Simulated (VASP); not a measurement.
A run of VASP 6.6.1 is set up as follows.

INCAR

```
ALGO = Normal
EDIFF = 1E-6
ENCUT = 520
GGA = PE
ISIF = 2
ISMEAR = 0
ISPIN = 2
LASPH = True
LCHARG = True
LELF = True
LORBIT = 11
LREAL = Auto
LVHAR = True
LWAVE = False
MAGMOM = 0 0 0 0 0 0 0 0 0 0 0 0 0 0 0 0 0 0 0 0 0 0 0 0 0 0 0 0 0 0 0 0 0.43
NBANDS = 90
NELM = 150
PREC = Accurate
SIGMA = 0.02
```

File KPOINTS:

```
k-points
0
Gamma
  2 2 2
```

File POSCAR:

```
Si16HC16
1.0
    3.0919365181     -5.3553911431      0.0000000000
   -6.1838730361      0.0000000000      0.0000000000
    0.0000000000      0.0000000000    -10.1485845747
Si C H
16 16 1
Direct
    0.1653526281      0.3306903000      0.2508828676
    0.1666718595      0.3333971763      0.7501207626
    0.6666648438      0.3333303197      0.2511761104
    0.6666605491      0.3333344790      0.7504274063
    0.1653466528      0.8346485000      0.2508861193
    0.1666636434      0.8333315344      0.7501161314
    0.6693046137      0.8346423587      0.2508828676
    0.6665979953      0.8333234939      0.7501207626
    0.3342499086      0.1671323930     -0.0005708185
    0.3338829886      0.1669463456      0.5013108934
    0.8328837018      0.1671112144     -0.0005570235
    0.8330597861      0.1669353443      0.5012955218
    0.3333295276      0.6666654886     -0.0003529556
    0.3333237391      0.6666714884      0.4996520414
    0.8328626016      0.6657449576     -0.0005709171
    0.8330487691      0.6661121415      0.5013108934
    0.1669956453      0.3339736961      0.0611180796
    0.1667659702      0.3335499906      0.5623792124
    0.6666693253      0.3333257685      0.0624052542
    0.6666807157      0.3333141607      0.5634377837
    0.1669737982      0.8330212076      0.0611082260
    0.1667551400      0.8332399900      0.5623801977
    0.6660213801      0.8329994482      0.0611180796
    0.6664452520      0.8332293341      0.5623792124
    0.3364428390      0.1682117168      0.3142577151
    0.3334451121      0.1667527960      0.8118824787
    0.8317855561      0.1682093293      0.3142370226
    0.8332664937      0.1667286982      0.8118958796
    0.3333355029      0.6666595821      0.3117172623
    0.3332981574      0.6666973465      0.8117761585
    0.8317835021      0.6635523985      0.3142577151
    0.8332424058      0.6665500082      0.8118823802
    0.0001069950     -0.0001119328      1.1734119091
```

Potentials or basis: VASP PAW PBE potentials, release 64 (Si, C, H).

The run is started by

```sh
$ cat potpaw_PBE.64/Si/POTCAR potpaw_PBE.64/C/POTCAR potpaw_PBE.64/H/POTCAR > POTCAR
$ mpirun -np 1 vasp_std > vasp.out
```

Q: Estimate the largest force.

A: 0.018 eV/Å.

Q: What does it give for the pressure?

A: 1.3 GPa.

Q: Estimate the band gap on the k mesh.

A: 0.28 eV.

Stress tensor (GPa, compression positive):
```
1.61 0.00 0.00
0.00 1.61 0.00
0.00 0.00 0.64
```

Caveat: the k points lie up to 0.59 Å⁻¹ apart.
